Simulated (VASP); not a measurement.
Runs of VASP 6.6.1 on CdF2. The structure is that of space group Fm-3m (No. 225), or close to it. The cells are those of the table. 

```csv
level,cell,smearing,gap on the mesh (eV),pressure (GPa)
r2SCAN,"a = 3.600 Å, angles 60.0°, 3 atoms",gaussian 0.01 eV,4.37,(a)
PBE,"a = 3.600 Å, angles 60.0°, 3 atoms",fermi-dirac 0.02 eV,3.68,(c)
r2SCAN,"a = 3.907, b = 3.907, c = 3.810 Å, angles 60.8, 60.8, 58.4°, 3 atoms",gaussian 0.01 eV,3.49,-4.2
PBE,"a = 3.907, b = 3.907, c = 3.810 Å, angles 60.8, 60.8, 58.4°, 3 atoms",fermi-dirac 0.02 eV,(b),0.7
```

Alike in all rows: task single point; potentials or basis VASP PAW PBE potentials, release 64 (Cd, F); no spin polarisation; k mesh 8 × 8 × 8; cutoff (eV) 520.

**Question.** Estimate the missing entries.

**Answer.** (a) 31.5; (b) 2.82; (c) 37.4.

Caveats: the PAW data sets were made with another functional, which shifts forces and pressure a little (some runs).

A k mesh can miss the band edges, and the runs leave out spin-orbit coupling on Cd.
